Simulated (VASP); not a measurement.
Crystal: F.

```
F
1.0
     2.47041   -1.61564    0.11651
     2.47041    1.61564    0.11651
    -0.26474    0.00000    6.52922
F
4
Direct
  0.59418 0.90464 0.59644
  0.09536 0.40582 0.90356
  0.40582 0.09536 0.40356
  0.90464 0.59418 0.09644
```

Program: VASP 6.6.1. Alike in all runs: task single point; no spin polarisation; cell as given; k mesh 10 × 10 × 4; cutoff (eV) 520.

Q: Order these runs on this cell by their pressure, lowest first.
A. level r2SCAN; potentials or basis VASP PAW PBE potentials, release 64 (F); smearing gaussian 0.01 eV
B. level LDA; potentials or basis VASP PAW LDA potentials, release 64 (F); smearing gaussian 0.01 eV
C. level PBE; potentials or basis VASP PAW PBE potentials, release 64 (F); smearing fermi-dirac 0.02 eV

A: B (-1.2 GPa), A (1.6 GPa), C (5.0 GPa).

Caveats: the cell stands under pressure (at least some runs); this functional lacks dispersion, which holds the molecules together, so the pressure and a relaxed volume are unreliable (at least some runs); the PAW data sets were made with another functional, which shifts forces and pressure a little (at least some runs).
